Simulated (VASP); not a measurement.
# ZnCu (Pm-3m) in VASP: further runs

The runs below take ZnCu through single point, with PBE.

Program: VASP 6.6.1. These are calculated values, not measurements. Logs are shortened: lines on timing, memory, paths and dates and some standing lists are left out, and cuts for length are marked.

## Step 1: The cell of the first run

Symmetry: Pm-3m, No. 221, cubic system. The conventional cell has a = 2.955 Å, b = 2.955 Å, c = 2.955 Å, α = 90.00°, β = 90.00°, γ = 90.00°. Within 3.4 Å of Zn (site symmetry m-3m) lie 8 Cu at 2.56 Å and 6 Zn at 2.95 Å. Within 3.4 Å of Cu (site symmetry m-3m) lie 8 Zn at 2.56 Å and 6 Cu at 2.95 Å.

## Step 2: Single point, PBE

Input file INCAR:

```
SYSTEM = ZnCu
PREC = Accurate
ENCUT = 520
EDIFF = 1E-6
ISMEAR = 0
SIGMA = 0.05
LREAL = .FALSE.
LASPH = .TRUE.
NELM = 80
ALGO = Fast
ISIF = 2
LWAVE = .FALSE.
LCHARG = .FALSE.
GGA = PE
NBANDS = 18
```

Input file KPOINTS:

```
regular mesh
0
G
  12 12 12
  0 0 0
```

Input file POSCAR:

```
ZnCu
1.0
    2.9547841250      0.0000000000      0.0000000000
    0.0000000000      2.9547841250      0.0000000000
    0.0000000000      0.0000000000      2.9547841250
Zn Cu
1 1
Direct
    0.5000000000      0.5000000000      0.5000000000
    0.0000000000      0.0000000000      0.0000000000
```

Potentials or basis: VASP PAW PBE potentials, release 64 (Zn, Cu).

Launch:

```
$ cat potpaw_PBE.64/Zn/POTCAR potpaw_PBE.64/Cu/POTCAR > POTCAR
$ mpirun -np 1 vasp_std > vasp.out
```

OUTCAR:

```text
SYSTEM = ZnCu
   PREC = Accurate
   ENCUT = 520
   EDIFF = 1E-6
   ISMEAR = 0
   LREAL = .FALSE.
   LASPH = .TRUE.
   NELM = 80
   ISIF = 2
   GGA = PE

 ion  position               nearest neighbor table
   1  0.500  0.500  0.500-   2 2.56   2 2.56   2 2.56   2 2.56   2 2.56   2 2.56   2 2.56   2 2.56

   2  0.000  0.000  0.000-   1 2.56   1 2.56   1 2.56   1 2.56   1 2.56   1 2.56   1 2.56   1 2.56

  LATTYP: Found a simple cubic cell.
 ALAT       =     2.9547841250

  Lattice vectors:

 A1 = (   2.9547841250,   0.0000000000,   0.0000000000)
 A2 = (   0.0000000000,   2.9547841250,   0.0000000000)
 A3 = (   0.0000000000,   0.0000000000,   2.9547841250)

Analysis of symmetry for initial positions (statically):
=====================================================================
 Subroutine PRICEL returns:
 Original cell was already a primitive cell.

 Routine SETGRP: Setting up the symmetry group for a
 simple cubic supercell.

 Subroutine GETGRP returns: Found 48 space group operations
 (whereof 48 operations were pure point group operations)
 out of a pool of 48 trial point group operations.

The static configuration has the point symmetry O_h .

Analysis of symmetry for dynamics (positions and initial velocities):
=====================================================================
 Subroutine PRICEL returns:
 Original cell was already a primitive cell.

 Routine SETGRP: Setting up the symmetry group for a
 simple cubic supercell.

 Subroutine GETGRP returns: Found 48 space group operations
 (whereof 48 operations were pure point group operations)
 out of a pool of 48 trial point group operations.

The dynamic configuration has the point symmetry O_h .

 Subroutine INISYM returns: Found 48 space group operations
 (whereof 48 operations are pure point group operations),
 and found     1 'primitive' translations

----------------------------------------------------------------------------------------

                                     Primitive cell

  volume of cell :      25.7975

  direct lattice vectors                    reciprocal lattice vectors
     2.954784125  0.000000000  0.000000000     0.338434199  0.000000000  0.000000000
     0.000000000  2.954784125  0.000000000     0.000000000  0.338434199  0.000000000
     0.000000000  0.000000000  2.954784125     0.000000000  0.000000000  0.338434199

  length of vectors
     2.954784125  2.954784125  2.954784125     0.338434199  0.338434199  0.338434199
[... 80 lines left out ...]
   NELM   =     80;   NELMIN=  2; NELMDL= -5     # of ELM steps
   EDIFF  = 0.1E-05   stopping-criterion for ELM
   LREAL  =      F    real-space projection
   EDIFFG = 0.1E-04   stopping-criterion for IOM
   NSW    =      0    number of steps for IOM
   IBRION =     -1    ionic relax: 0-MD 1-quasi-New 2-CG
   NFREE  =      0    steps in history (QN), initial steepest desc. (CG)
   ISIF   =      2    stress and relaxation
   ISYM   =      2    0-nonsym 1-usesym 2-fastsym
   POTIM  = 0.5000    time-step for ionic-motion
   TEBEG  =    0.0;   TEEND  =   0.0 temperature during run
   PSTRESS=    0.0 pullay stress
   NELECT =      23.0000    total number of electrons
   NUPDOWN=      -1.0000    fix difference up-down
   EMIN   =  10.00;   EMAX   =-10.00  energy-range for DOS
   EFERMI =   0.00;   METHOD = LEGACY
   ISMEAR =     0;   SIGMA  =   0.05  broadening in eV -4-tet -1-fermi 0-gaus
   EFERMI_NEDOS =   21; number of points for ismear=-14 and -15
   IALGO  =     68    algorithm
   IMIX   =      4    mixing-type and parameters
     AMIX     =   0.40;   BMIX     =  1.00
     AMIX_MAG =   1.60;   BMIX_MAG =  1.00
  volume/ion in A,a.u.               =      12.90        87.04
  Fermi-wavevector in a.u.,A,eV,Ry     =   1.575645  2.977537 33.778598  2.482657
  Thomas-Fermi vector in A             =   2.676598
   LORBIT       =      0    0 simple, 1 ext, 2 COOP (PROOUT), +10 PAW based schemes
   GGA     = PE    functional components
   LHFCALC =     F    Hartree Fock is set to
   AEXX    =    0.0000 exact exchange contribution
   IVDW    =     0    specifies the selected vdW correction
   LEPSILON=     F    determine dielectric tensor
   LRPA    =     F    only Hartree local field effects (RPA)
 non-spin polarized calculation
 RMM-DIIS sequential band-by-band and
 Gauss-broadening in eV      SIGMA  =   0.05
  energy-cutoff  :      520.00
  volume of cell :       25.80
 maximum number of plane-waves:       739
 NGX is ok and might be reduce to    24
   NGX = 11   NGY = 11   NGZ = 11

 number of electron      23.0000009 magnetization

 Free energy of the ion-electron system (eV)
  ---------------------------------------------------
  ext. energy  EPLUGINS =         0.00000000
  ---------------------------------------------------
  free energy    TOTEN  =        -5.00858841 eV

  energy without entropy =       -5.00782622  energy(sigma->0) =       -5.00820731

 E-fermi :   5.3572     XC(G=0): -12.3458

 val. band max:        5.3539318563   @ k =   0.5000   0.3333   0.3333
 cond. band min:       5.4510572460   @ k =   0.3333   0.3333   0.0000
 fundamental gap:      0.0971253897
 Fermi energy:         5.3571706470

 k-point     1 :       0.0000    0.0000    0.0000
  band No.  band energies     occupation
      1      -4.8141      2.00000
      2      -2.3667      2.00000
      3      -2.3667      2.00000
      4      -1.6871      2.00000
      5      -1.6871      2.00000
      6      -1.6871      2.00000
[... 481 lines left out ...]
      5      -1.6235      2.00000
      6       0.1486      2.00000
[... 10 lines left out ...]
     17      20.6119      0.00000
     18      21.3306      0.00000

 [... further k-points ...]

------------------------ aborting loop because EDIFF is reached ----------------------------------------

  FORCE on cell =-STRESS in cart. coord.  units (eV):
  Direction    XX          YY          ZZ          XY          YZ          ZX
  --------------------------------------------------------------------------------------
  -------------------------------------------------------------------------------------
  Total        0.3394421      0.3394421      0.3394421      0.0000000      0.0000000      0.0000000
  in kB       21.0813811     21.0813811     21.0813811      0.0000000      0.0000000      0.0000000
  external PRESSURE =      21.0813811 kB  Pullay stress =       0.0000000 kB

 VOLUME and BASIS-vectors are now :
 -----------------------------------------------------------------------------
  energy-cutoff  :      520.00
  volume of cell :       25.80
      direct lattice vectors                 reciprocal lattice vectors
     2.954784125  0.000000000  0.000000000     0.338434199  0.000000000  0.000000000
     0.000000000  2.954784125  0.000000000     0.000000000  0.338434199  0.000000000
     0.000000000  0.000000000  2.954784125     0.000000000  0.000000000  0.338434199

 POSITION                                       TOTAL-FORCE (eV/Angst)
 -----------------------------------------------------------------------------------
      1.47739      1.47739      1.47739         0.000000      0.000000      0.000000
      0.00000      0.00000      0.00000         0.000000      0.000000      0.000000
 -----------------------------------------------------------------------------------
    total drift:                                0.000000      0.000000     -0.000000

  FREE ENERGIE OF THE ION-ELECTRON SYSTEM (eV)
  ---------------------------------------------------
  free  energy   TOTEN  =        -5.0085884061 eV

  energy  without entropy=       -5.0078262204  energy(sigma->0) =       -5.00820731
```

OSZICAR:

```text
N       E                     dE             d eps       ncg     rms          rms(c)
DAV:   1     0.113659524380E+03    0.11366E+03   -0.11301E+04  3288   0.210E+03
DAV:   2    -0.138198441018E+01   -0.11504E+03   -0.11031E+03  3036   0.298E+02
DAV:   3    -0.604338956434E+01   -0.46614E+01   -0.46315E+01  3382   0.749E+01
DAV:   4    -0.608061626421E+01   -0.37227E-01   -0.37215E-01  3410   0.621E+00
DAV:   5    -0.608115414995E+01   -0.53789E-03   -0.53787E-03  3434   0.778E-01    0.947E+00
RMM:   6    -0.594780290699E+01    0.13335E+00   -0.86803E+00  3481   0.463E+01    0.661E+00
RMM:   7    -0.501738868723E+01    0.93041E+00   -0.22005E+00  3411   0.229E+01    0.241E+00
RMM:   8    -0.501349762283E+01    0.38911E-02   -0.24282E-02  3520   0.246E+00    0.107E+00
RMM:   9    -0.500936173098E+01    0.41359E-02   -0.10303E-02  3503   0.162E+00    0.253E-01
RMM:  10    -0.500849727956E+01    0.86445E-03   -0.53934E-03  3611   0.945E-01    0.792E-02
RMM:  11    -0.500855723457E+01   -0.59955E-04   -0.95638E-04  3907   0.388E-01    0.236E-02
RMM:  12    -0.500860037561E+01   -0.43141E-04   -0.32063E-04  3745   0.195E-01    0.450E-02
RMM:  13    -0.500858776816E+01    0.12607E-04   -0.17288E-04  3652   0.199E-01    0.206E-02
RMM:  14    -0.500858671949E+01    0.10487E-05   -0.50783E-05  3445   0.668E-02    0.531E-03
RMM:  15    -0.500858814266E+01   -0.14232E-05   -0.16667E-05  3367   0.362E-02    0.139E-03
RMM:  16    -0.500858840608E+01   -0.26342E-06   -0.15344E-06  2759   0.127E-02
   1 F= -.50085884E+01 E0= -.50082073E+01  d E =-.762186E-03
```

stdout:

```text
POSCAR found type information on POSCAR ZnCu
 POSCAR found :  2 types and       2 ions
 scaLAPACK will be used
 LDA part: xc-table for (Slater+PW92), standard interpolation
 POSCAR, INCAR and KPOINTS ok, starting setup
 FFT: planning ... GRIDC
 FFT: planning ... GRID_SOFT
 FFT: planning ... GRID
 WAVECAR not read
 entering main loop
```

Wall time 48 s (1 thread of Intel Xeon 8259CL, shared host); peak memory 0.17 GiB.

Results:

* Free energy: -5.0086 eV
* Pressure: 2.1 GPa
* Band gap on the k mesh: zero (an odd number of electrons rules out a gap without spin polarisation)

[end of part 1 of 2]

The gap in the log of VASP goes by the Fermi energy; the results here count the filled bands.